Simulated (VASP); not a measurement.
Os, 2 atoms in the cell. It takes space group Fd-3m (No. 227, cubic). Conventional cell: a = 5.115 Å, b = 5.115 Å, c = 5.115 Å, α = 90.00°, β = 90.00°, γ = 90.00°. Os (site symmetry -43m) has 4 Os at 2.21 Å within 2.9 Å. This isn't the form of Os at room conditions, which is hcp.

| Property | Result |
| --- | --- |
| Program | VASP 6.6.1 |
| Task | single point |
| Functional | PBE |
| Potentials or basis | VASP PAW PBE potentials, release 64 (Os) |
| Cutoff | 520 eV |
| k mesh | 13 × 13 × 13 |
| Occupations | fermi-dirac, width 0.08 eV |
| Spin | no spin polarisation |
| Dipole correction | no |
| Further INCAR settings | ALGO = Normal; EDIFF = 1e-06; NBANDS = 15 |

Potentials or basis: VASP PAW PBE potentials, release 64 (Os).

Command:

```console
$ cat potpaw_PBE.64/Os/POTCAR > POTCAR
$ mpirun -np 1 vasp_std > vasp.out
```

Hardware: 1 thread of Intel(R) Xeon(R) 6975P-C (Granite Rapids), with other jobs on the host.

**Question.** Estimate the wall time of this run.

**Answer.** It took 16 s on 1 thread of Intel(R) Xeon(R) 6975P-C (Granite Rapids) (shared host), peak memory 0.17 GiB. Counts: scf iterations 11, k points 84.
